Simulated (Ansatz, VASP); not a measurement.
**TePb: VASP beside Ansatz**

File INCAR:

```
PREC     = Accurate       # precision mode
ENCUT    = 600            # plane-wave cutoff, eV
EDIFF    = 1E-7           # SCF threshold, eV
ISMEAR   = -1             # smearing method
SIGMA    = 0.05           # smearing width, eV
LREAL    = F              # projectors in reciprocal space
LASPH    = T              # aspherical terms in the spheres
NELM     = 60             # most SCF steps
ALGO     = Normal         # electronic algorithm
ISIF     = 3              # what is computed and relaxed
LWAVE    = F              # write WAVECAR
LCHARG   = F              # write CHGCAR
GGA      = RE             # functional
IVDW     = 13             # dispersion correction
IBRION   = 2              # ionic algorithm
NSW      = 80             # ionic steps
EDIFFG   = -0.02          # ionic threshold
```

File KPOINTS:

```
regular mesh
0
Gamma
  7 7 7
```

Contents of POSCAR:

```
TePb
1.0
    0.0000000000      3.2310000000      3.2310000000
    3.2310000000      0.0000000000      3.2310000000
    3.2310000000      3.2310000000      0.0000000000
Pb Te
1 1
Direct
    0.0000000000      0.0000000000      0.0000000000
    0.5000000000      0.5000000000      0.5000000000
```

The input input.yaml:

```yaml
crystal:
  lattice:
    - [0.0, 3.231, 3.231]
    - [3.231, 0.0, 3.231]
    - [3.231, 3.231, 0.0]
  atoms:
    - { symbol: Pb, position: [0.0, 0.0, 0.0] }
    - { symbol: Te, position: [0.5, 0.5, 0.5] }
kpoints:
  mp_grid: { grid: [7, 7, 7] }
scf:
  occupations: { method: fermi_dirac, width: 0.05 }
hamiltonian:
  xc: revpbe
  dispersion: d4
  pseudopotentials: { kind: all_electron, lapw: { basis_error: 0.001 } }
output:
  forces: true
  stress: true
relax:
  f_tol: 0.02
  max_steps: 60
  cell: {}
```

Alike in both runs: task relaxation of cell and atoms; functional revPBE; dispersion D4; k mesh 7 × 7 × 7; occupations fermi-dirac, width 0.05 eV; no spin polarisation.

|  | VASP | Ansatz |
| --- | --- | --- |
| version | VASP 6.6.1 | Ansatz 0.2.0 |
| potentials or method | VASP PAW PBE potentials, release 64 (Pb_d, Te), cutoff 600 eV | all-electron LAPW, scalar-relativistic |

```tsv
	VASP	Ansatz	Ansatz less VASP
relaxed volume (Å³/atom)	33.90	33.93	+0.027
relaxed cell length with the largest relative difference (Å)	4.577	4.578	+0.0012
```

VASP's potentials were made for PBE, not for revPBE. Ansatz ran all-electron here, and VASP with PAW potentials.

Spin-orbit coupling is off throughout.
